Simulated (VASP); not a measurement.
ZnO, 4 atoms in the cell. Symmetry: P6_3mc, No. 186, hexagonal system. The conventional cell has a = 3.107 Å, b = 3.107 Å, c = 5.413 Å, α = 90.00°, β = 90.00°, γ = 120.00°. Zn (site symmetry 3m) has 4 O at 1.95 Å within 2.6 Å. Within 2.6 Å of O (site symmetry 3m) lie 4 Zn at 1.95 Å. 

```yaml
Program: VASP 6.6.1
Task: single point
Functional: r2SCAN
Potentials_or_basis: VASP PAW PBE potentials, release 64 (Zn, O)
Cutoff: 520 eV
k_mesh: 9 × 9 × 5
Occupations: gaussian, width 0.02 eV
Spin: no spin polarisation
Dipole_correction: no
Further_INCAR_settings: ALGO = Normal; EDIFF = 1e-06; NBANDS = 26
```

Potentials or basis: VASP PAW PBE potentials, release 64 (Zn, O).

Command:

```sh
$ cat potpaw_PBE.64/Zn/POTCAR potpaw_PBE.64/O/POTCAR > POTCAR
$ cp INCAR.step1 INCAR
$ mpirun -np 1 vasp_std > vasp.out
$ cp INCAR.step2 INCAR
$ mpirun -np 1 vasp_std > vasp.out
```

Hardware: 1 thread of AMD EPYC 7R13 Processor (Zen 3) (shared host).

Task: Estimate the wall time of this run.

Result: Run time: 2.6 min on 1 thread of AMD EPYC 7R13 Processor (Zen 3), with other jobs on the host, peak memory 0.15 GiB. Counts: k points 36.
